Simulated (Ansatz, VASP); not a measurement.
## CuO: VASP beside Ansatz

```xyz
4
Lattice="2.2585 -1.6943 0.0713 2.2685 1.7080 0.0472 -0.6936 -0.0382 5.0244" Properties=species:S:1:pos:R:3 pbc="T T T"
Cu    1.0783    0.7928    0.3273
Cu    1.0841   -0.5528    2.4230
O     1.7742   -0.4690    1.3807
O     1.8134    0.1922    3.5833
```

Change from the starting cell: volume scaled by 0.94.

Alike in both runs: task single point; functional PBE; k mesh 10 × 10 × 5; occupations fermi-dirac, width 0.05 eV; no spin polarisation.

|  | VASP | Ansatz |
| --- | --- | --- |
| version | VASP 6.6.1 | Ansatz 0.2.0 |
| potentials or method | VASP PAW PBE potentials, release 64 (Cu, O), cutoff 520 eV | all-electron LAPW, scalar-relativistic |

Ansatz gave:

| Item | Value |
| --- | --- |
| gap on the k mesh at the Fermi level (eV) | none |
| pressure (GPa) | 126.0 |
| traceless stress, the component that is largest in VASP (GPa) | 95.61 |
| rms of the force components (eV/Å) | 19.719 |

Q: Estimate VASP's values.

A: gap on the k mesh at the Fermi level (eV): none; pressure (GPa): 121.0; traceless stress, the component that is largest in VASP (GPa): 93.75; rms of the force components (eV/Å): 18.679.

Atom by atom the forces differ by 1.084 eV/Å (rms over components). A gap of «none» marks a metal or a gap that the smearing closes. Both programs put the cell under a high pressure, so it lies far from rest at this level. Ansatz ran all-electron here, and VASP with PAW potentials.

Noted on VASP's run: the cell as given lies far from equilibrium.
